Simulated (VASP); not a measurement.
Runs of VASP 6.6.1 on HfB. The structure is that of space group Fm-3m (No. 225), or close to it. The cells are those of the table. 

| task | cell | cutoff (eV) | smearing | gap on the mesh (eV) | pressure (GPa) |
| --- | --- | --- | --- | --- | --- |
| relaxation of cell and atoms | relaxed to 15 GPa from a = 3.331 Å, angles 60.0°, 2 atoms | 600 | gaussian 0.1 eV | none | 15.0 |
| single point | a = 3.397 Å, angles 60.0°, 2 atoms | 500 | fermi-dirac 0.15 eV | none | (c) |
| single point | a = 3.196 Å, angles 60.0°, 2 atoms | 500 | gaussian 0.1 eV | none | 51.6 |
| single point | a = 3.452 Å, angles 60.0°, 2 atoms | 520 | gaussian 0.1 eV | none | -4.7 |
| single point | a = 3.485 Å, angles 60.0°, 2 atoms | 520 | gaussian 0.1 eV | none | -8.9 |
| single point | a = 3.348 Å, angles 60.0°, 2 atoms | 520 | gaussian 0.1 eV | none | 12.2 |
| single point | a = 3.399 Å, angles 60.0°, 2 atoms | 520 | gaussian 0.1 eV | none | 3.2 |
| single point | a = 3.442 Å, angles 60.0°, 2 atoms | 500 | fermi-dirac 0.15 eV | none | (a) |
| single point | a = 3.332 Å, angles 60.0°, 2 atoms | 520 | gaussian 0.1 eV | none | (b) |

Alike in all rows: level PBE; potentials or basis VASP PAW PBE potentials, release 64 (Hf_pv, B); no spin polarisation; k mesh 16 × 16 × 16.

**Question.** Fill in the values left out.

**Answer.** (a) -3.3; (b) 15.5; (c) 3.7.

Caveats: spin-orbit coupling is left out, which moves the levels of the heavy elements; the cell is relaxed towards a set pressure, so the enthalpy falls and the energy may rise (some runs).

A k mesh can miss the band edges, and the runs leave out spin-orbit coupling on Hf.

A gap of «none» marks levels without a gap at the run's occupations.
